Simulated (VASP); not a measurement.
# Co (I4/mmm) in VASP: notebook

The runs below take Co through single point, with PBEsol.

Everything below comes from runs of VASP 6.6.1. Logs are shortened: lines on timing, memory, paths and dates and some standing lists are left out, and cuts for length are marked.

## 1. The cell of the first run

It takes space group I4/mmm (No. 139, tetragonal). Conventional cell: a = 2.664 Å, b = 2.664 Å, c = 2.805 Å, α = 90.00°, β = 90.00°, γ = 90.00°. Within 3.1 Å of Co (site symmetry 4/mmm) lie 14 Co at 2.35 to 2.80 Å.

## 2. Single point, PBEsol, collinear spin, ferromagnetic start (strain -0.050 along x and y, +0.000 along z)

Input file INCAR:

```
SYSTEM = Co
  PREC = Accurate
  ENCUT = 520
  EDIFF = 1E-6
  ISMEAR = 0
  SIGMA = 0.15
  LREAL = .False.
  LASPH = .True.
  NELM = 150
  ALGO = Normal
  ISIF = 2
  LWAVE = .False.
  LCHARG = .True.
  ISPIN = 2
  MAGMOM = 2.05
  LORBIT = 11
  LMAXMIX = 4
  GGA = PS
  LELF = .True.
  LVHAR = .True.
  NBANDS = 14
```

Input file KPOINTS:

```
regular mesh
0
Gamma
  24 24 24
  0 0 0
```

Input file POSCAR:

```
Co
1.0
   -1.3322040000      1.3322040000      1.4023200000
    1.3322040000     -1.3322040000      1.4023200000
    1.3322040000      1.3322040000     -1.4023200000
Co
1
Direct
    0.0000000000      0.0000000000      0.0000000000
```

Potentials or basis: VASP PAW PBE potentials, release 64 (Co).

The run is started by

```bash
cat potpaw_PBE.64/Co/POTCAR > POTCAR
mpirun -np 1 vasp_std > vasp.out
```

OUTCAR:

```text
SYSTEM = Co
   PREC = Accurate
   ENCUT = 520
   EDIFF = 1E-6
   ISMEAR = 0
   LREAL = .False.
   LASPH = .True.
   NELM = 150
   ISIF = 2
   ISPIN = 2
   LORBIT = 11
   GGA = PS

 ion  position               nearest neighbor table
   1  0.000  0.000  0.000-

  LATTYP: Found a body centered tetragonal cell.
 ALAT       =     2.6644080000
 C/A-ratio  =     1.0526315789

  Lattice vectors:

 A1 = (  -1.3322040000,   1.3322040000,   1.4023200000)
 A2 = (   1.3322040000,  -1.3322040000,   1.4023200000)
 A3 = (   1.3322040000,   1.3322040000,  -1.4023200000)

Analysis of symmetry for initial positions (statically):
=====================================================================
 Subroutine PRICEL returns:
 Original cell was already a primitive cell.

 Routine SETGRP: Setting up the symmetry group for a
 body centered tetragonal supercell.

 Subroutine GETGRP returns: Found 16 space group operations
 (whereof 16 operations were pure point group operations)
 out of a pool of 16 trial point group operations.

The static configuration has the point symmetry D_4h.

Analysis of symmetry for dynamics (positions and initial velocities):
=====================================================================
 Subroutine PRICEL returns:
 Original cell was already a primitive cell.

 Routine SETGRP: Setting up the symmetry group for a
 body centered tetragonal supercell.

 Subroutine GETGRP returns: Found 16 space group operations
 (whereof 16 operations were pure point group operations)
 out of a pool of 16 trial point group operations.

The dynamic configuration has the point symmetry D_4h.

Analysis of structural, dynamic, and magnetic symmetry:
=====================================================================
 Subroutine PRICEL returns:
 Original cell was already a primitive cell.

 Routine SETGRP: Setting up the symmetry group for a
 body centered tetragonal supercell.

 Subroutine GETGRP returns: Found 16 space group operations
 (whereof 16 operations were pure point group operations)
 out of a pool of 16 trial point group operations.

The overall configuration has the point symmetry D_4h.

 Subroutine INISYM returns: Found 16 space group operations
 (whereof 16 operations are pure point group operations),
 and found     1 'primitive' translations

----------------------------------------------------------------------------------------

                                     Primitive cell

  volume of cell :       9.9552

  direct lattice vectors                    reciprocal lattice vectors
    -1.332204000  1.332204000  1.402320000     0.000000000  0.375317894  0.356552000
     1.332204000 -1.332204000  1.402320000     0.375317894  0.000000000  0.356552000
     1.332204000  1.332204000 -1.402320000     0.375317894  0.375317894  0.000000000

  length of vectors
     2.348624359  2.348624359  2.348624359     0.517680259  0.517680259  0.530779656

  position of ions in fractional coordinates (direct lattice)
     0.000000000  0.000000000  0.000000000

  ion indices of the primitive-cell ions
   primitive index   ion index
                 1           1

----------------------------------------------------------------------------------------

 KPOINTS: regular mesh

Automatic generation of k-mesh.
 Grid dimensions read from file:
 generate k-points for:   24   24   24

 Generating k-lattice:

  Cartesian coordinates                     Fractional coordinates (reciprocal lattice)
     0.000000000  0.015638246  0.014856333     0.041666667  0.000000000  0.000000000
     0.015638246  0.000000000  0.014856333     0.000000000  0.041666667  0.000000000
     0.015638246  0.015638246  0.000000000     0.000000000  0.000000000  0.041666667

  Length of vectors
     0.021570011  0.021570011  0.022115819

  Shift w.r.t. Gamma in fractional coordinates (k-lattice)
     0.000000000  0.000000000  0.000000000

 Subroutine IBZKPT returns following result:
 ===========================================

 Found   1063 irreducible k-points:

 Following reciprocal coordinates:
            Coordinates               Weight
  0.000000  0.000000  0.000000      1.000000
  0.041667  0.000000 -0.000000      8.000000
  0.083333  0.000000 -0.000000      8.000000
  0.125000  0.000000 -0.000000      8.000000
  0.166667  0.000000 -0.000000      8.000000
  0.208333  0.000000 -0.000000      8.000000
[... 16 lines left out ...]
  0.416667  0.041667 -0.000000     16.000000
  0.458333  0.041667 -0.000000     16.000000
 [... further k-points ...]
   k-points           NKPTS =   1063   k-points in BZ     NKDIM =   1063   number of bands    NBANDS=     14
   number of dos      NEDOS =    301   number of ions     NIONS =      1
   total plane-waves  NPLWV =   5832
   dimension x,y,z NGX =    18 NGY =   18 NGZ =   18
   dimension x,y,z NGXF=    36 NGYF=   36 NGZF=   36
   ions per type =               1
   NGX,Y,Z   is equivalent  to a cutoff of  12.74, 12.74, 12.74 a.u.
   NGXF,Y,Z  is equivalent  to a cutoff of  25.48, 25.48, 25.48 a.u.
 SYSTEM =  Co
   PREC   = accura    normal or accurate (medium, high low for compatibility)
   ISTART =      0    job   : 0-new  1-cont  2-samecut
   ICHARG =      2    charge: 1-file 2-atom 10-const
   ISPIN  =      2    spin polarized calculation?
   LNONCOLLINEAR =      F non collinear calculations
   LSORBIT =      F    spin-orbit coupling
   LASPH  =      T    aspherical Exc in radial PAW
   ENCUT  =  520.0 eV  38.22 Ry    6.18 a.u.   4.37  4.37  4.37*2*pi/ulx,y,z
   NELM   =    150;   NELMIN=  2; NELMDL= -5     # of ELM steps
   EDIFF  = 0.1E-05   stopping-criterion for ELM
   LREAL  =      F    real-space projection
   EDIFFG = 0.1E-04   stopping-criterion for IOM
   NSW    =      0    number of steps for IOM
   IBRION =     -1    ionic relax: 0-MD 1-quasi-New 2-CG
   NFREE  =      0    steps in history (QN), initial steepest desc. (CG)
   ISIF   =      2    stress and relaxation
   ISYM   =      2    0-nonsym 1-usesym 2-fastsym
   POTIM  = 0.5000    time-step for ionic-motion
   TEBEG  =    0.0;   TEEND  =   0.0 temperature during run
   PSTRESS=    0.0 pullay stress
   NELECT =       9.0000    total number of electrons
   NUPDOWN=      -1.0000    fix difference up-down
   EMIN   =  10.00;   EMAX   =-10.00  energy-range for DOS
   EFERMI =   0.00;   METHOD = LEGACY
   ISMEAR =     0;   SIGMA  =   0.15  broadening in eV -4-tet -1-fermi 0-gaus
   EFERMI_NEDOS =   21; number of points for ismear=-14 and -15
   IALGO  =     38    algorithm
   IMIX   =      4    mixing-type and parameters
     AMIX     =   0.40;   BMIX     =  1.00
     AMIX_MAG =   1.60;   BMIX_MAG =  1.00
  volume/ion in A,a.u.               =       9.96        67.18
  Fermi-wavevector in a.u.,A,eV,Ry     =   1.582970  2.991380 34.093416  2.505795
  Thomas-Fermi vector in A             =   2.682812
   LORBIT       =     11    0 simple, 1 ext, 2 COOP (PROOUT), +10 PAW based schemes
   GGA     = PS    functional components
   LHFCALC =     F    Hartree Fock is set to
   AEXX    =    0.0000 exact exchange contribution
   IVDW    =     0    specifies the selected vdW correction
   LEPSILON=     F    determine dielectric tensor
   LRPA    =     F    only Hartree local field effects (RPA)
 spin polarized calculation
 Gauss-broadening in eV      SIGMA  =   0.15
  energy-cutoff  :      520.00
  volume of cell :        9.96
 maximum number of plane-waves:       281
 NGX is ok and might be reduce to    18
   NGX =  9   NGY =  9   NGZ =  9

 number of electron       9.0000001 magnetization       1.6546719

 Free energy of the ion-electron system (eV)
  ---------------------------------------------------
  ext. energy  EPLUGINS =         0.00000000
  ---------------------------------------------------
  free energy    TOTEN  =        -7.60810407 eV

  energy without entropy =       -7.59138565  energy(sigma->0) =       -7.59974486

 E-fermi :  11.6666     XC(G=0): -14.0968

 val. band max:       11.6664333159   @ k =  -0.3750  -0.4583   0.0833
 cond. band min:      11.6666769609   @ k =  -0.4167   0.1250   0.0417
 fundamental gap:      0.0002436450
 Fermi energy:        11.6665985765

 spin component 1

 k-point     1 :       0.0000    0.0000    0.0000
  band No.  band energies     occupation
      1       1.8320      1.00000
      2       8.4316      1.00000
      3       8.4316      1.00000
      4       8.7362      1.00000
      5       9.7832      1.00000
      6       9.9792      1.00000
      7      37.1272      0.00000
      8      38.2831      0.00000
      9      38.2831      0.00000
     10      43.5504      0.00000
     11      44.2521      0.00000
     12      45.3857      0.00000
     13      45.9406      0.00000
     14      45.9406      0.00000
[... 375 lines left out ...]
 k-point    24 :       0.4583    0.0417   -0.0000
  band No.  band energies     occupation
      1       5.7652      1.00000
      2       7.5073      1.00000
      3       9.6956      1.00000
      4      10.0435      1.00000
      5      10.8721      1.00000
      6      11.9309      0.00635
      7      18.9483      0.00000
      8      30.9467      0.00000
      9      33.2213      0.00000
     10      37.4389      0.00000
     11      41.4786      0.00000
     12      46.7993      0.00000
     13      47.7336      0.00000
     14      52.2417      0.00000

 [... further k-points ...]

 spin component 2

 k-point     1 :       0.0000    0.0000    0.0000
  band No.  band energies     occupation
      1       1.9623      1.00000
      2       9.9143      1.00000
      3       9.9143      1.00000
      4      10.2988      1.00000
      5      11.7602      0.18864
      6      12.1433      0.00000
      7      37.0154      0.00000
      8      38.2088      0.00000
      9      38.2088      0.00000
     10      43.7497      0.00000
     11      44.3716      0.00000
     12      46.1620      0.00000
     13      46.4078      0.00000
     14      46.4078      0.00000
[... 375 lines left out ...]
 k-point    24 :       0.4583    0.0417   -0.0000
  band No.  band energies     occupation
      1       6.7500      1.00000
      2       8.8846      1.00000
      3      11.1640      1.00000
      4      11.6787      0.45473
      5      12.3387      0.00000
      6      13.2905      0.00000
      7      19.9638      0.00000
      8      31.0548      0.00000
      9      33.6082      0.00000
     10      37.8211      0.00000
     11      42.0558      0.00000
     12      46.8950      0.00000
     13      51.3761      0.00000
     14      52.5066      0.00000

 [... further k-points ...]

------------------------ aborting loop because EDIFF is reached ----------------------------------------

  FORCE on cell =-STRESS in cart. coord.  units (eV):
  Direction    XX          YY          ZZ          XY          YZ          ZX
  --------------------------------------------------------------------------------------
  -------------------------------------------------------------------------------------
  Total        0.8709463      0.8709463      1.0992665      0.0000000      0.0000000     -0.0000000
  in kB      140.1694491    140.1694491    176.9151337      0.0000000      0.0000000     -0.0000000
  external PRESSURE =     152.4180106 kB  Pullay stress =       0.0000000 kB

 VOLUME and BASIS-vectors are now :
 -----------------------------------------------------------------------------
  energy-cutoff  :      520.00
  volume of cell :        9.96
      direct lattice vectors                 reciprocal lattice vectors
    -1.332204000  1.332204000  1.402320000     0.000000000  0.375317894  0.356552000
     1.332204000 -1.332204000  1.402320000     0.375317894  0.000000000  0.356552000
     1.332204000  1.332204000 -1.402320000     0.375317894  0.375317894  0.000000000

 POSITION                                       TOTAL-FORCE (eV/Angst)
 -----------------------------------------------------------------------------------
      0.00000      0.00000      0.00000        -0.000000      0.000000      0.000000
 -----------------------------------------------------------------------------------
    total drift:                                0.000000      0.000000      0.000000

  FREE ENERGIE OF THE ION-ELECTRON SYSTEM (eV)
  ---------------------------------------------------
  free  energy   TOTEN  =        -7.6081040655 eV

  energy  without entropy=       -7.5913856530  energy(sigma->0) =       -7.59974486

 total charge

# of ion       s       p       d       tot
------------------------------------------
    1        0.527   0.613   7.311   8.450

 magnetization (x)

# of ion       s       p       d       tot
------------------------------------------
    1       -0.006  -0.043   1.702   1.654
```

Wall time 1.9 min (1 thread of Intel Xeon 6975P-C (Granite Rapids), shared host); peak memory 0.32 GiB.

What came out:

```
Free energy                                           : -7.6081 eV
Pressure                                              : 15.2 GPa
Net moment                                            : 1.65 μB per cell
Site moments                                          : Co +1.65 μB
Valence electrons inside the program's atomic spheres : Co 8.45
```

Levels at points of the mesh, in eV from the Fermi level:
Spin up:
| k point | band 1 | band 2 | band 3 | band 4 | band 5 | band 6 | band 7 | band 8 | band 9 | band 10 |
| --- | --- | --- | --- | --- | --- | --- | --- | --- | --- | --- |
| (0.00, 0.00, 0.00) | -9.83 | -3.23 | -3.23 | -2.93 | -1.88 | -1.69 | 25.46 | 26.62 | 26.62 | 31.88 |
| (0.50, 0.00, 0.00) | -5.94 | -4.17 | -1.96 | -1.50 | -0.31 | -0.29 | 7.15 | 19.58 | 21.94 | 25.34 |
| (0.50, 0.50, 0.00) | -5.98 | -4.55 | -1.55 | -1.40 | -0.25 | 0.19 | 7.72 | 18.44 | 20.18 | 24.10 |
| (0.50, 0.50, 0.50) | -5.93 | -5.73 | -0.62 | -0.54 | -0.54 | 8.73 | 10.86 | 10.86 | 15.54 | 16.91 |
Spin down:
| k point | band 2 | band 3 | band 4 | band 5 | band 6 | band 7 |
| --- | --- | --- | --- | --- | --- | --- |
| (0.00, 0.00, 0.00) | -1.75 | -1.75 | -1.37 | 0.09 | 0.48 | 25.35 |
| (0.50, 0.00, 0.00) | -2.79 | -0.19 | 0.01 | 0.58 | 1.45 | 8.18 |
| (0.50, 0.50, 0.00) | -3.24 | 0.29 | 0.47 | 0.66 | 1.49 | 8.76 |
| (0.50, 0.50, 0.50) | -4.38 | 1.14 | 1.17 | 1.17 | 8.93 | 11.06 |

Caveat: the cell differs from its parent crystal (strain -0.050 along x and y, +0.000 along z); the PAW data sets were made with another functional, which shifts forces and pressure a little.

## 3. Single point, PBEsol, collinear spin, ferromagnetic start (strain +0.000 along x and y, +0.050 along z)

Input file INCAR:

```
SYSTEM = Co
ALGO = Normal
EDIFF = 1E-6
ENCUT = 520
GGA = PS
ISIF = 2
ISMEAR = 0
ISPIN = 2
LASPH = .True.
LCHARG = .False.
LMAXMIX = 4
LORBIT = 11
LREAL = .False.
LWAVE = .False.
MAGMOM = 2.05
NBANDS = 14
NELM = 150
PREC = Accurate
SIGMA = 0.15
```

Input file KPOINTS:

```
k-points
0
Gamma
  24 24 24
  0 0 0
```

Input file POSCAR:

```
Co
1.0
   -1.4023200000      1.4023200000      1.4724360000
    1.4023200000     -1.4023200000      1.4724360000
    1.4023200000      1.4023200000     -1.4724360000
Co
1
Direct
    0.0000000000      0.0000000000      0.0000000000
```

Potentials or basis: VASP PAW PBE potentials, release 64 (Co).

The run is started by

```bash
cat potpaw_PBE.64/Co/POTCAR > POTCAR
mpirun -np 1 vasp_std > vasp.out
```

OUTCAR:

```text
SYSTEM = Co
   EDIFF = 1E-6
   ENCUT = 520
   GGA = PS
   ISIF = 2
   ISMEAR = 0
   ISPIN = 2
   LASPH = .True.
   LORBIT = 11
   LREAL = .False.
   NELM = 150
   PREC = Accurate

 ion  position               nearest neighbor table
   1  0.000  0.000  0.000-

  LATTYP: Found a body centered tetragonal cell.
 ALAT       =     2.8046400000
 C/A-ratio  =     1.0500000000

  Lattice vectors:

 A1 = (  -1.4023200000,   1.4023200000,   1.4724360000)
 A2 = (   1.4023200000,  -1.4023200000,   1.4724360000)
 A3 = (   1.4023200000,   1.4023200000,  -1.4724360000)

Analysis of symmetry for initial positions (statically):
=====================================================================
 Subroutine PRICEL returns:
 Original cell was already a primitive cell.

 Routine SETGRP: Setting up the symmetry group for a
 body centered tetragonal supercell.

[... 605 lines left out ...]
      5       9.6354      0.08638
      6       9.9297      0.00002
      7      33.3498      0.00000
      8      34.3568      0.00000
      9      34.3568      0.00000
     10      38.8380      0.00000
     11      39.4924      0.00000
     12      40.0314      0.00000
     13      40.7183      0.00000
     14      40.7183      0.00000
[... 379 lines left out ...]
      3       9.0602      0.99998
      4       9.5406      0.31950
      5      10.0735      0.00000
      6      10.8043      0.00000
      7      16.4005      0.00000
      8      27.3983      0.00000
      9      28.9536      0.00000
     10      33.1442      0.00000
     11      36.6340      0.00000
     12      42.0617      0.00000
     13      46.6626      0.00000
     14      48.3794      0.00000

 [... further k-points ...]

------------------------ aborting loop because EDIFF is reached ----------------------------------------

  FORCE on cell =-STRESS in cart. coord.  units (eV):
  Direction    XX          YY          ZZ          XY          YZ          ZX
  --------------------------------------------------------------------------------------
  -------------------------------------------------------------------------------------
  Total       -1.3104940     -1.3104940     -1.2039698      0.0000000     -0.0000000      0.0000000
  in kB     -181.2821077   -181.2821077   -166.5464964      0.0000000     -0.0000000      0.0000000
  external PRESSURE =    -176.3702373 kB  Pullay stress =       0.0000000 kB

 VOLUME and BASIS-vectors are now :
 -----------------------------------------------------------------------------
  energy-cutoff  :      520.00
  volume of cell :       11.58
      direct lattice vectors                 reciprocal lattice vectors
    -1.402320000  1.402320000  1.472436000     0.000000000  0.356552000  0.339573333
     1.402320000 -1.402320000  1.472436000     0.356552000  0.000000000  0.339573333
     1.402320000  1.402320000 -1.472436000     0.356552000  0.356552000  0.000000000

 POSITION                                       TOTAL-FORCE (eV/Angst)
 -----------------------------------------------------------------------------------
      0.00000      0.00000      0.00000        -0.000000      0.000000     -0.000000
 -----------------------------------------------------------------------------------
    total drift:                                0.000000      0.000000      0.000000

  FREE ENERGIE OF THE ION-ELECTRON SYSTEM (eV)
  ---------------------------------------------------
  free  energy   TOTEN  =        -7.5720807646 eV

  energy  without entropy=       -7.5533005836  energy(sigma->0) =       -7.56269067

 total charge

# of ion       s       p       d       tot
------------------------------------------
    1        0.464   0.480   7.203   8.146

 magnetization (x)

# of ion       s       p       d       tot
------------------------------------------
    1       -0.005  -0.042   1.821   1.774
```

It took 4 min on 1 thread of Intel Xeon Platinum 8259CL at 2.50GHz (Skylake/Cascade Lake), shared host; peak memory 0.35 GiB.

What came out:

| Property | Result |
| --- | --- |
| Free energy | -7.5721 eV |
| Pressure | -17.6 GPa |
| Net moment | 1.75 μB per cell |
| Site moments | Co +1.77 μB |
| Valence electrons inside the program's atomic spheres | Co 8.15 |

Levels at points of the mesh, in eV from the Fermi level:
Spin up:
| k point | band 2 | band 3 | band 4 | band 5 | band 6 | band 7 | band 8 | band 9 |
| --- | --- | --- | --- | --- | --- | --- | --- | --- |
| (0.00, 0.00, 0.00) | -2.99 | -2.99 | -2.76 | -1.97 | -1.84 | 24.04 | 25.00 | 25.00 |
| (0.50, 0.00, 0.00) | -3.73 | -2.03 | -1.68 | -0.68 | -0.21 | 5.75 | 18.20 | 19.42 |
| (0.50, 0.50, 0.00) | -4.02 | -1.72 | -1.61 | -0.64 | 0.18 | 6.27 | 17.09 | 17.93 |
| (0.50, 0.50, 0.50) | -4.98 | -0.93 | -0.86 | -0.86 | 7.83 | 9.67 | 9.67 | 13.93 |
Spin down:
```csv
k point,band 1,band 2,band 3,band 4,band 5,band 6,band 7,band 8,band 9
"(0.00, 0.00, 0.00)",-8.82,-1.42,-1.42,-1.12,0.14,0.44,23.86,24.87,24.87
"(0.50, 0.00, 0.00)",-4.15,-2.26,-0.17,0.05,0.51,1.16,6.80,18.23,19.78
"(0.50, 0.50, 0.00)",-4.10,-2.62,0.23,0.40,0.58,1.18,7.30,17.16,18.29
"(0.50, 0.50, 0.50)",-3.58,-3.49,0.91,0.93,0.93,7.98,9.83,9.83,14.74
```

Caveat: the cell differs from its parent crystal (strain +0.000 along x and y, +0.050 along z); the PAW data sets were made with another functional, which shifts forces and pressure a little.
